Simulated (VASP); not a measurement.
# Sn in VASP: further runs

Sn is run at these levels: BLYP, PBEsol, PBE; tasks: single point.

Program: VASP 6.6.1. These are calculated values, not measurements. Logs are shortened: lines on timing, memory, paths and dates and some standing lists are left out, and cuts for length are marked.

**1. The cell of the first run**

Symmetry: I4_1/amd, No. 141, tetragonal system. The conventional cell has a = 5.880 Å, b = 5.880 Å, c = 3.199 Å, α = 90.00°, β = 90.00°, γ = 90.00°. Within 4.0 Å of Sn (site symmetry -4m2) lie 10 Sn at 3.05 to 3.79 Å.

**2. Single point, BLYP**

INCAR

```
PREC = Accurate
ENCUT = 520
EDIFF = 1E-6
ISMEAR = 1
SIGMA = 0.05
LREAL = F
LASPH = T
NELM = 100
ALGO = Normal
ISIF = 2
LWAVE = F
LCHARG = F
GGA = B5
ALDAX = 1.0
AGGAX = 1.0
AGGAC = 1.0
ALDAC = 0.0
NBANDS = 21
```

KPOINTS

```
Automatic mesh
0
Gamma
  9 9 9
```

POSCAR

```
Sn
1.0
   -2.9401404553      2.9401404553      1.5993019889
    2.9401404553     -2.9401404553      1.5993019889
    2.9401404553      2.9401404553     -1.5993019889
Sn
2
Direct
    0.0000000000      0.0000000000      0.0000000000
    0.7500000000      0.2500000000      0.5000000000
```

Potentials or basis: VASP PAW PBE potentials, release 64 (Sn_d).

Run with:

```console
$ cat potpaw_PBE.64/Sn_d/POTCAR > POTCAR
$ mpirun -np 1 vasp_std > vasp.out
```

OUTCAR:

```text
PREC = Accurate
   ENCUT = 520
   EDIFF = 1E-6
   ISMEAR = 1
   LREAL = F
   LASPH = T
   NELM = 100
   ISIF = 2
   GGA = B5

 ion  position               nearest neighbor table
   1  0.000  0.000  0.000-   2 3.05   2 3.05   2 3.05   2 3.05
   2  0.750  0.250  0.500-   1 3.05   1 3.05   1 3.05   1 3.05

  LATTYP: Found a body centered tetragonal cell.
 ALAT       =     5.8802809106
 C/A-ratio  =     0.5439542815

  Lattice vectors:

 A1 = (  -2.9401404553,   2.9401404553,   1.5993019889)
 A2 = (   2.9401404553,  -2.9401404553,   1.5993019889)
 A3 = (   2.9401404553,   2.9401404553,  -1.5993019889)

Analysis of symmetry for initial positions (statically):
=====================================================================
 Subroutine PRICEL returns:
 Original cell was already a primitive cell.

 Routine SETGRP: Setting up the symmetry group for a
 body centered tetragonal supercell.

 Subroutine GETGRP returns: Found 16 space group operations
 (whereof  8 operations were pure point group operations)
 out of a pool of 16 trial point group operations.

The static configuration has the point symmetry D_2d.
 The point group associated with its full space group is D_4h.

Analysis of symmetry for dynamics (positions and initial velocities):
=====================================================================
 Subroutine PRICEL returns:
 Original cell was already a primitive cell.

 Routine SETGRP: Setting up the symmetry group for a
 body centered tetragonal supercell.

 Subroutine GETGRP returns: Found 16 space group operations
 (whereof  8 operations were pure point group operations)
 out of a pool of 16 trial point group operations.

The dynamic configuration has the point symmetry D_2d.
 The point group associated with its full space group is D_4h.

 Subroutine INISYM returns: Found 16 space group operations
 (whereof  8 operations are pure point group operations),
 and found     1 'primitive' translations

----------------------------------------------------------------------------------------

                                     Primitive cell

  volume of cell :      55.3002

  direct lattice vectors                    reciprocal lattice vectors
    -2.940140455  2.940140455  1.599301989     0.000000000  0.170059903  0.312636390
     2.940140455 -2.940140455  1.599301989     0.170059903  0.000000000  0.312636390
[... 69 lines left out ...]
   total plane-waves  NPLWV =  46656
   dimension x,y,z NGX =    36 NGY =   36 NGZ =   36
   dimension x,y,z NGXF=    72 NGYF=   72 NGZF=   72
   ions per type =               2
   NGX,Y,Z   is equivalent  to a cutoff of  13.43, 13.43, 13.43 a.u.
   NGXF,Y,Z  is equivalent  to a cutoff of  26.87, 26.87, 26.87 a.u.
 SYSTEM =  unknown system
   PREC   = accura    normal or accurate (medium, high low for compatibility)
   ISTART =      0    job   : 0-new  1-cont  2-samecut
   ICHARG =      2    charge: 1-file 2-atom 10-const
   ISPIN  =      1    spin polarized calculation?
   LNONCOLLINEAR =      F non collinear calculations
   LSORBIT =      F    spin-orbit coupling
   LASPH  =      T    aspherical Exc in radial PAW
   ENCUT  =  520.0 eV  38.22 Ry    6.18 a.u.   8.28  8.28  8.28*2*pi/ulx,y,z
   NELM   =    100;   NELMIN=  2; NELMDL= -5     # of ELM steps
   EDIFF  = 0.1E-05   stopping-criterion for ELM
   LREAL  =      F    real-space projection
[... 7 lines left out ...]
   TEBEG  =    0.0;   TEEND  =   0.0 temperature during run
   PSTRESS=    0.0 pullay stress
   NELECT =      28.0000    total number of electrons
   NUPDOWN=      -1.0000    fix difference up-down
   EMIN   =  10.00;   EMAX   =-10.00  energy-range for DOS
   EFERMI =   0.00;   METHOD = LEGACY
   ISMEAR =     1;   SIGMA  =   0.05  broadening in eV -4-tet -1-fermi 0-gaus
   EFERMI_NEDOS =   21; number of points for ismear=-14 and -15
   IALGO  =     38    algorithm
   IMIX   =      4    mixing-type and parameters
     AMIX     =   0.40;   BMIX     =  1.00
     AMIX_MAG =   1.60;   BMIX_MAG =  1.00
  volume/ion in A,a.u.               =      27.65       186.59
  Fermi-wavevector in a.u.,A,eV,Ry     =   1.304824  2.465760 23.164816  1.702566
  Thomas-Fermi vector in A             =   2.435734
   LORBIT       =      0    0 simple, 1 ext, 2 COOP (PROOUT), +10 PAW based schemes
   GGA     = B5    functional components
   LHFCALC =     F    Hartree Fock is set to
   AEXX    =    0.0000 exact exchange contribution
   IVDW    =     0    specifies the selected vdW correction
   LEPSILON=     F    determine dielectric tensor
   LRPA    =     F    only Hartree local field effects (RPA)
 non-spin polarized calculation
 Methfessel and Paxton  Order N= 1 SIGMA  =   0.05
  energy-cutoff  :      520.00
  volume of cell :       55.30
 maximum number of plane-waves:      1507
 NGX is ok and might be reduce to    36
   NGX = 17   NGY = 17   NGZ = 17

 number of electron      27.9999990 magnetization

 Free energy of the ion-electron system (eV)
  ---------------------------------------------------
  ext. energy  EPLUGINS =         0.00000000
  ---------------------------------------------------
  free energy    TOTEN  =        -5.93057874 eV

  energy without entropy =       -5.93063337  energy(sigma->0) =       -5.93059695

 E-fermi :   8.2333     XC(G=0):  -9.5839

 val. band max:        8.2241100012   @ k =   0.4444   0.3333   0.0000
 cond. band min:       8.2960243970   @ k =  -0.4444   0.4444   0.0000
 fundamental gap:      0.0719143957
 Fermi energy:         8.2333258477

 k-point     1 :       0.0000    0.0000    0.0000
  band No.  band energies     occupation
      1     -13.3889      2.00000
      2     -13.3104      2.00000
      3     -13.2624      2.00000
      4     -13.2570      2.00000
      5     -13.1113      2.00000
      6     -13.1113      2.00000
[... 565 lines left out ...]
     20      19.0588      0.00000
     21      19.5192      0.00000

 [... further k-points ...]
[... 5 lines left out ...]
  --------------------------------------------------------------------------------------
  -------------------------------------------------------------------------------------
  Total        2.0119776      2.0119776      1.8814868      0.0000000      0.0000000      0.0000000
  in kB       58.2917509     58.2917509     54.5111224      0.0000000      0.0000000      0.0000000
  external PRESSURE =      57.0315414 kB  Pullay stress =       0.0000000 kB

 VOLUME and BASIS-vectors are now :
 -----------------------------------------------------------------------------
  energy-cutoff  :      520.00
  volume of cell :       55.30
      direct lattice vectors                 reciprocal lattice vectors
    -2.940140455  2.940140455  1.599301989     0.000000000  0.170059903  0.312636390
     2.940140455 -2.940140455  1.599301989     0.170059903  0.000000000  0.312636390
     2.940140455  2.940140455 -1.599301989     0.170059903  0.170059903  0.000000000

 POSITION                                       TOTAL-FORCE (eV/Angst)
 -----------------------------------------------------------------------------------
      0.00000      0.00000      0.00000        -0.000000     -0.000000      0.000000
      0.00000      2.94014      0.79965         0.000000      0.000000     -0.000000
 -----------------------------------------------------------------------------------
    total drift:                               -0.000000      0.000000     -0.000000

  FREE ENERGIE OF THE ION-ELECTRON SYSTEM (eV)
  ---------------------------------------------------
  free  energy   TOTEN  =        -5.9305787354 eV

  energy  without entropy=       -5.9306333663  energy(sigma->0) =       -5.93059695
```

OSZICAR:

```text
N       E                     dE             d eps       ncg     rms          rms(c)
DAV:   1     0.226995216163E+03    0.22700E+03   -0.14375E+04  3190   0.205E+03
DAV:   2     0.178402265167E+02   -0.20915E+03   -0.20481E+03  3165   0.458E+02
DAV:   3    -0.518573852399E+01   -0.23026E+02   -0.22880E+02  3690   0.136E+02
DAV:   4    -0.591686592739E+01   -0.73113E+00   -0.73055E+00  3545   0.269E+01
DAV:   5    -0.594748301286E+01   -0.30617E-01   -0.30616E-01  4507   0.520E+00    0.226E+00
DAV:   6    -0.593026276180E+01    0.17220E-01   -0.45732E-02  4257   0.302E+00    0.121E+00
DAV:   7    -0.592999581834E+01    0.26694E-03   -0.24899E-02  4280   0.217E+00    0.190E-01
DAV:   8    -0.593056748491E+01   -0.57167E-03   -0.31405E-03  3697   0.691E-01    0.464E-02
DAV:   9    -0.593057735224E+01   -0.98673E-05   -0.10376E-04  3978   0.102E-01    0.137E-02
DAV:  10    -0.593057849823E+01   -0.11460E-05   -0.15019E-05  3730   0.452E-02    0.170E-03
DAV:  11    -0.593057873536E+01   -0.23713E-06   -0.54299E-07  2323   0.935E-03
   1 F= -.59305787E+01 E0= -.59305969E+01  d E =0.546310E-04
```

stdout:

```text
POSCAR found type information on POSCAR Sn
 POSCAR found :  1 types and       2 ions
 scaLAPACK will be used
 -----------------------------------------------------------------------------
|                                                                             |
|                                                                             |
|     You enforced a specific xc type in the INCAR file but a different       |
|     I HOPE YOU KNOW WHAT YOU ARE DOING!                                     |
|                                                                             |
 -----------------------------------------------------------------------------

 LDA part: xc-table for (Slater(with rela. corr.)+VWN5), standard interpolation
 POSCAR, INCAR and KPOINTS ok, starting setup
 FFT: planning ... GRIDC
 FFT: planning ... GRID_SOFT
 FFT: planning ... GRID
 WAVECAR not read
 entering main loop
```

It took 61 s on 1 thread of Intel Xeon Platinum 8488C (Sapphire Rapids), shared host; peak memory 0.23 GiB.

Results:

- Free energy: -5.9306 eV
- Pressure: 5.7 GPa
- Band gap on the k mesh: zero (band 14 reaches 9.45 eV, above the bottom of band 15 at 5.59 eV)

Caveat: the PAW data sets were made with another functional, which shifts forces and pressure a little; spin-orbit coupling is left out, which moves the levels of the heavy elements.

**3. Single point, BLYP (the cell strained at random)**

INCAR

```
PREC = Accurate ; ENCUT = 520
EDIFF = 1E-6 ; ISMEAR = -1
SIGMA = 0.01 ; LREAL = F
LASPH = T ; NELM = 80
ALGO = Fast ; ISIF = 2
LWAVE = F ; LCHARG = F
GGA = B5 ; ALDAX = 1.0
AGGAX = 1.0 ; AGGAC = 1.0
ALDAC = 0.0 ; NBANDS = 21
```

KPOINTS

```
Automatic mesh
0
Gamma
  7 7 5
```

POSCAR

```
Sn
1.0
   -2.8795140000      2.8657100000      1.6345780000
    2.8349560000     -2.8860070000      1.5899750000
    3.0050420000      3.0115340000     -1.6718910000
Sn
2
Direct
    0.0000000000      0.0000000000      0.0000000000
    0.7500000000      0.2500000000      0.5000000000
```

Potentials or basis: VASP PAW PBE potentials, release 64 (Sn_d).

Run with:

```console
$ cat potpaw_PBE.64/Sn_d/POTCAR > POTCAR
$ mpirun -np 1 vasp_std > vasp.out
```

Run time: 1.9 min. Hardware: 1 thread of Intel Xeon Platinum 8488C (Sapphire Rapids), shared host; peak memory 0.26 GiB.

The run converged. Its results:

```yaml
Free_energy: -5.9163 eV
Pressure: 5.8 GPa
Largest_force: 0.064 eV/Å
Band_gap_on_the_k_mesh: zero (band 14 reaches 9.74 eV, above the bottom of band 15 at 6.43 eV)
```

Forces on the atoms (eV/Å):
```
Sn   0.053 -0.005  0.034
Sn  -0.053  0.005 -0.034
```

Stress tensor (GPa, compression positive):
```
 5.67 -0.64  1.16
-0.64  6.29  1.10
 1.16  1.10  5.35
```

Levels at points of the mesh, in eV from the Fermi level:
```csv
k point,band 10,band 11,band 12,band 13,band 14,band 15,band 16,band 17,band 18,band 19
"(0.00, 0.00, 0.00)",-21.04,-10.90,-3.69,-2.08,-1.48,3.58,6.06,6.34,6.49,6.57
```

Caveat: the cell differs from its parent crystal (the cell strained at random); the PAW data sets were made with another functional, which shifts forces and pressure a little; spin-orbit coupling is left out, which moves the levels of the heavy elements.

**4. Single point, PBEsol**

This run uses another cell than the first one, of 26.89 Å³/atom, 0.973 times its volume.

INCAR

```
PREC = Accurate ; ENCUT = 520
EDIFF = 1E-7 ; ISMEAR = -1
SIGMA = 0.05 ; LREAL = False
LASPH = True ; NELM = 80
ALGO = Normal ; ISIF = 2
LWAVE = False ; LCHARG = True
GGA = PS ; LELF = True
LVHAR = True ; NBANDS = 21
```

KPOINTS

```
Automatic mesh
0
Gamma
  9 9 9
```

POSCAR

```
Sn
1.0
   -2.9186888792      2.9186888792      1.5784474962
    2.9186888792     -2.9186888792      1.5784474962
    2.9186888792      2.9186888792     -1.5784474962
Sn
2
Direct
    0.0000000000      0.0000000000      0.0000000000
    0.7500000000      0.2500000000      0.5000000000
```

Run with:

```console
$ cat potpaw_PBE.64/Sn_d/POTCAR > POTCAR
$ mpirun -np 1 vasp_std > vasp.out
```

Wall time 41 s (1 thread of Intel Xeon 6975P-C (Granite Rapids), shared host); peak memory 0.24 GiB.

The run converged. Its results:

| Item | Value |
| --- | --- |
| Free energy | -8.5165 eV |
| Pressure | -0.1 GPa |
| Band gap on the k mesh | zero (band 14 reaches 9.15 eV, above the bottom of band 15 at 5.09 eV) |

Levels at points of the mesh, in eV from the Fermi level:
| k point | band 10 | band 11 | band 12 | band 13 | band 14 | band 15 | band 16 | band 17 | band 18 | band 19 |
| --- | --- | --- | --- | --- | --- | --- | --- | --- | --- | --- |
| (0.00, 0.00, 0.00) | -21.06 | -11.23 | -3.72 | -2.04 | -2.04 | 2.90 | 6.19 | 6.19 | 7.00 | 7.10 |

Caveat: the PAW data sets were made with another functional, which shifts forces and pressure a little; spin-orbit coupling is left out, which moves the levels of the heavy elements.

**5. Single point, PBE**

INCAR

```
SYSTEM = Sn
ALGO = Normal
EDIFF = 1E-7
ENCUT = 520
GGA = PE
ISIF = 2
ISMEAR = 0
LASPH = .True.
LCHARG = .False.
LREAL = .False.
LWAVE = .False.
NBANDS = 21
NELM = 60
PREC = Accurate
SIGMA = 0.013000000000000001
```

KPOINTS

```
k-points
0
Gamma
  9 9 9
  0 0 0
```

POSCAR

```
Sn
1.0
   -2.9401404553      2.9401404553      1.5993019889
    2.9401404553     -2.9401404553      1.5993019889
    2.9401404553      2.9401404553     -1.5993019889
Sn
2
Direct
    0.0000000000      0.0000000000      0.0000000000
    0.7500000000      0.2500000000      0.5000000000
```

Run with:

```console
$ cat potpaw_PBE.64/Sn_d/POTCAR > POTCAR
$ mpirun -np 1 vasp_std > vasp.out
```

It took 33 s on 1 thread of Intel Xeon 6975P-C (Granite Rapids), shared host; peak memory 0.23 GiB.

The run converged. Its results:

| Quantity | Value |
| --- | --- |
| Free energy | -7.5970 eV |
| Pressure | 1.3 GPa |
| Band gap on the k mesh | zero (band 14 reaches 8.97 eV, above the bottom of band 15 at 5.01 eV) |

Stress tensor (GPa, compression positive):
```
1.48 0.00 0.00
0.00 1.48 0.00
0.00 0.00 1.09
```

Levels at points of the mesh, in eV from the Fermi level:
| k point | band 10 | band 11 | band 12 | band 13 | band 14 | band 15 | band 16 | band 17 | band 18 | band 19 |
| --- | --- | --- | --- | --- | --- | --- | --- | --- | --- | --- |
| (0.00, 0.00, 0.00) | -21.17 | -11.00 | -3.71 | -1.94 | -1.94 | 2.99 | 6.12 | 6.12 | 6.74 | 6.84 |

Caveat: spin-orbit coupling is left out, which moves the levels of the heavy elements.

**6. Single point, PBE**

INCAR

```
PREC = Accurate ; ENCUT = 520
EDIFF = 1E-6 ; ISMEAR = 0
SIGMA = 0.014 ; LREAL = F
LASPH = T ; NELM = 80
ALGO = Normal ; ISIF = 2
LWAVE = F ; LCHARG = F
GGA = PE ; NBANDS = 21
```

KPOINTS

```
Automatic mesh
0
Gamma
  9 9 9
```

POSCAR is that of step 5.

Potentials or basis: VASP PAW PBE potentials, release 64 (Sn_d).

Run with:

```console
$ cat potpaw_PBE.64/Sn_d/POTCAR > POTCAR
$ mpirun -np 1 vasp_std > vasp.out
```

Run time: 36 s. Hardware: 1 thread of Intel Xeon 6975P-C (Granite Rapids), shared host; peak memory 0.23 GiB.

It converged, with:

* Free energy: -7.5970 eV
* Pressure: 1.4 GPa
* Band gap on the k mesh: zero (band 14 reaches 8.97 eV, above the bottom of band 15 at 5.01 eV)

Stress tensor (GPa, compression positive):
```
1.50 0.00 0.00
0.00 1.50 0.00
0.00 0.00 1.12
```

Levels at points of the mesh, in eV from the Fermi level:
| k point | band 12 | band 13 | band 14 | band 15 | band 16 | band 17 |
| --- | --- | --- | --- | --- | --- | --- |
| (0.00, 0.00, 0.00) | -3.71 | -1.94 | -1.94 | 2.99 | 6.12 | 6.12 |

Caveat: spin-orbit coupling is left out, which moves the levels of the heavy elements.

**7. The runs side by side**

| level | cell | k mesh | smearing | gap on the mesh (eV) | pressure (GPa) |
| --- | --- | --- | --- | --- | --- |
| BLYP | a = 4.455 Å, angles 97.4, 97.4, 137.9°, 2 atoms | 9 × 9 × 9 | methfessel-paxton 0.05 eV | none | 5.7 |
| BLYP | a = 4.379, b = 4.347, c = 4.571 Å, angles 98.2, 97.9, 136.6°, 2 atoms | 7 × 7 × 5 | fermi-dirac 0.01 eV | none | 5.8 |
| PBEsol | a = 4.419 Å, angles 97.3, 97.3, 138.1°, 2 atoms | 9 × 9 × 9 | fermi-dirac 0.05 eV | none | -0.1 |
| PBE | a = 4.455 Å, angles 97.4, 97.4, 137.9°, 2 atoms | 9 × 9 × 9 | gaussian 0.013 eV | none | 1.3 |
| PBE | a = 4.455 Å, angles 97.4, 97.4, 137.9°, 2 atoms | 9 × 9 × 9 | gaussian 0.014 eV | none | 1.4 |

Alike in all rows: task single point; potentials or basis VASP PAW PBE potentials, release 64 (Sn_d); no spin polarisation; cutoff (eV) 520.

Every run on the cell as given and a fine mesh finds a metal. The pressure there spans 1.3 GPa (PBE) to 5.7 GPa (BLYP); a positive pressure means that this level wants a larger cell, a negative one a smaller.

Caveats: spin-orbit coupling is left out, which moves the levels of the heavy elements; the PAW data sets were made with another functional, which shifts forces and pressure a little (some runs).

Absolute energies hang on the potentials; compare differences alone.
